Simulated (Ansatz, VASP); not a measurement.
One calculation of Gd, two programs

File INCAR:

```
SYSTEM = Gd
  PREC = Accurate
  ENCUT = 520
  EDIFF = 1E-7
  ISMEAR = 1
  SIGMA = 0.1
  LREAL = .FALSE.
  LASPH = .TRUE.
  NELM = 150
  ALGO = Normal
  ISIF = 2
  LWAVE = .FALSE.
  LCHARG = .FALSE.
  ISPIN = 2
  MAGMOM = 9.1 9.1
  LORBIT = 11
  LMAXMIX = 6
  GGA = PE
  NBANDS = 29
```

KPOINTS

```
regular mesh
0
G
  9 9 5
  0 0 0
```

File POSCAR:

```
Gd
1.0
    3.5427278016      0.0000000000      0.0000000000
   -1.7713639008      3.0680919161      0.0000000000
    0.0000000000      0.0000000000      5.6342623172
Gd
2
Direct
    0.3333333333      0.6666666667      0.2500000000
    0.6666666667      0.3333333333      0.7500000000
```

Input for Ansatz:

```yaml
crystal:
  lattice:
    - [3.542727801561128, 0.0, 0.0]
    - [-1.771363900780564, 3.0680919161293136, 0.0]
    - [0.0, 0.0, 5.634262317191249]
  atoms:
    - { symbol: Gd, position: [0.3333333333333333, 0.6666666666666666, 0.25], spin: 9.1 }
    - { symbol: Gd, position: [0.6666666666666666, 0.3333333333333333, 0.75], spin: 9.1 }
basis:
  ecutwfc: 420.0
kpoints:
  mp_grid:
    grid: [9, 9, 5]
hamiltonian:
  xc: pbe
magnetization:
  spin_polarized: true
scf:
  occupations:
    method: cold
    width: 0.1
```

Alike in both runs: task single point; functional PBE; k mesh 9 × 9 × 5; collinear spin.

|  | VASP | Ansatz |
| --- | --- | --- |
| version | VASP 6.6.1 | Ansatz 0.2.0 |
| potentials or method | VASP PAW PBE potentials, release 64 (Gd), cutoff 520 eV | plane waves, PAW |
| occupations | methfessel-paxton of order 1, width 0.1 eV | cold, width 0.1 eV |
| valence electrons in the cell | 36 | 36 |

|  | VASP | Ansatz | Ansatz less VASP |
| --- | --- | --- | --- |
| net moment per atom (μB) | 7.59 | 7.59 | +0.001 |
| size of the moment on the site where the two differ most (μB) | 7.00 | 7.33 | +0.331 |

Site moments also hang on the region over which each program counts them. Ansatz's warnings: given moment on shells, stability check not made.

Neither program's run includes spin-orbit coupling.
